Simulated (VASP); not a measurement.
Here is a VASP 6.6.1 calculation.

The input INCAR:

```
ALGO = Normal
EDIFF = 1E-6
ENCUT = 520
GGA = RP
ISIF = 2
ISMEAR = -1
LASPH = T
LCHARG = F
LREAL = F
LWAVE = F
NBANDS = 16
NELM = 80
PREC = Accurate
SIGMA = 0.05
```

The input KPOINTS:

```
k-points
0
Gamma
  8 8 8
```

The input POSCAR:

```
CuI
1.0
    0.0000000000      3.0909562712      3.0909562712
    3.0909562712      0.0000000000      3.0909562712
    3.0909562712      3.0909562712      0.0000000000
I Cu
1 1
Direct
    0.0000000000      0.0000000000      0.0000000000
    0.7500000000      0.7500000000      0.7500000000
```

Potentials or basis: VASP PAW PBE potentials, release 64 (I, Cu).

The run is started by

```console
$ cat potpaw_PBE.64/I/POTCAR potpaw_PBE.64/Cu/POTCAR > POTCAR
$ mpirun -np 1 vasp_std > vasp.out
```

Question: Predict the pressure.

Answer: 0.2 GPa.

Question: What does it give for the band gap on the k mesh?

Answer: 1.13 eV.

Caveat: the PAW data sets were made with another functional, which shifts forces and pressure a little; spin-orbit coupling is left out, which moves the levels of the heavy elements.
